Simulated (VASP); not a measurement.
Here is a VASP 6.6.1 calculation.

The input INCAR:

```
SYSTEM = TaN
PREC = Accurate
ENCUT = 520
EDIFF = 1E-7
ISMEAR = 0
SIGMA = 0.1
LREAL = .FALSE.
LASPH = .TRUE.
NELM = 80
ALGO = Normal
ISIF = 2
LWAVE = .FALSE.
LCHARG = .FALSE.
NBANDS = 33
```

Contents of KPOINTS:

```
Automatic mesh
0
G
  6 6 6
  0 0 0
```

File POSCAR:

```
TaN
1.0
    5.2084955000      0.0000000000      0.0000000000
   -2.6042477500      4.5106894200      0.0000000000
    0.0000000000      0.0000000000      2.9147477500
Ta N
3 3
Direct
    0.0000000000      0.0000000000      0.0000000000
    0.3333333300      0.6666666700      0.5000000000
    0.6666666700      0.3333333300      0.5000000000
    0.3923921700      0.0000000000      0.0000000000
    0.6076078300      0.6076078300      0.0000000000
    0.0000000000      0.3923921700      0.0000000000
```

Potentials or basis: VASP PAW LDA potentials, release 64 (Ta_pv, N).

Command:

```bash
$ cat potpaw_LDA.64/Ta_pv/POTCAR potpaw_LDA.64/N/POTCAR > POTCAR
$ mpirun -np 1 vasp_std > vasp.out
```

(1) Predict the largest force.

(2) Predict the band gap on the k mesh.

(3) Estimate the pressure.

Results:

(1) 0.009 eV/Å.

(2) zero (band 24 reaches 9.98 eV, above the bottom of band 25 at 7.20 eV).

(3) -10.2 GPa.

Caveat: spin-orbit coupling is left out, which moves the levels of the heavy elements.
